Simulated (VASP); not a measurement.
WSe2:

```
W Se
1.0
     6.98791    0.00000    0.00000
     0.00000    6.98791    0.00000
     0.00000    0.00000    4.61202
W Se
2 4
Cartesian
  0.0000 0.0000 0.0000
  3.4940 3.4940 2.3060
  2.1313 2.1313 0.0000
  1.3626 5.6253 2.3060
  5.6253 1.3626 2.3060
  4.8566 4.8566 0.0000
```

| Property | Result |
| --- | --- |
| Program | VASP 6.6.1 |
| Task | relaxation of cell and atoms |
| Functional | PBEsol |
| Potentials or basis | VASP PAW PBE potentials, release 64 (W_sv, Se) |
| Cutoff | 600 eV |
| k mesh | 4 × 4 × 4 |
| Occupations | fermi-dirac, width 0.03 eV |
| Spin | no spin polarisation |

At the start: pressure -18.9 GPa; volume 37.53 Å³/atom.

Where does the relaxation end?

Over 17 steps the energy falls by 1721.7 meV/atom and the volume is 20.97 Å³/atom (-44.1 %); space group P4_2/mnm (No. 136, to 0.1 Å) before and after.

The path:
| step | energy change (eV) | largest force (eV/Å) | pressure (GPa) | volume (Å³) |
| --- | --- | --- | --- | --- |
| 1 | 0.0000 | 0.7922 | -18.91 | 225.21 |
| 2 | -7.1557 | 4.7730 | 38.28 | 109.14 |
| 3 | -9.6357 | 1.1948 | -2.18 | 134.60 |
| 4 | -9.6487 | 1.3329 | -0.79 | 133.07 |
| 5 | -9.6471 | 1.4796 | 0.69 | 131.54 |
| 6 | -9.9511 | 0.8159 | 0.77 | 128.77 |
| 7 | -10.0477 | 0.5531 | 2.79 | 124.88 |
| 8 | -10.0741 | 0.0862 | 1.67 | 126.36 |
| 9 | -10.2584 | 0.1079 | -2.62 | 129.34 |
| 10 | -10.2655 | 0.1409 | -3.40 | 129.90 |
| 11 | -10.3005 | 0.2094 | 1.01 | 124.66 |
| 12 | -10.3258 | 0.0767 | -0.83 | 126.64 |
| 13 | -10.3288 | 0.0142 | 0.49 | 125.43 |
| 14 | -10.3299 | 0.0363 | 0.04 | 125.83 |
| 15 | -10.3300 | 0.0074 | -0.04 | 125.89 |
| 16 | -10.3300 | 0.0053 | -0.05 | 125.89 |
| 17 | -10.3300 | 0.0014 | 0.00 | 125.82 |

Final structure:
```cif
data_structure
_symmetry_space_group_name_H-M 'P 1'
_symmetry_Int_Tables_number 1
_cell_length_a 6.1312
_cell_length_b 6.1312
_cell_length_c 3.3469
_cell_angle_alpha 90.000
_cell_angle_beta 90.000
_cell_angle_gamma 90.000
_cell_volume 125.82
loop_
_atom_site_label
_atom_site_type_symbol
_atom_site_fract_x
_atom_site_fract_y
_atom_site_fract_z
_atom_site_occupancy
W1 W 0.00000 0.00000 0.00000 1
W2 W 0.50000 0.50000 0.50000 1
Se1 Se 0.28578 0.28578 0.00000 1
Se2 Se 0.21422 0.78578 0.50000 1
Se3 Se 0.78578 0.21422 0.50000 1
Se4 Se 0.71422 0.71422 0.00000 1
```

Caveat: the volume moved by over 15 % at a fixed basis, so the end points are rough; the PAW data sets were made with another functional, which shifts forces and pressure a little.
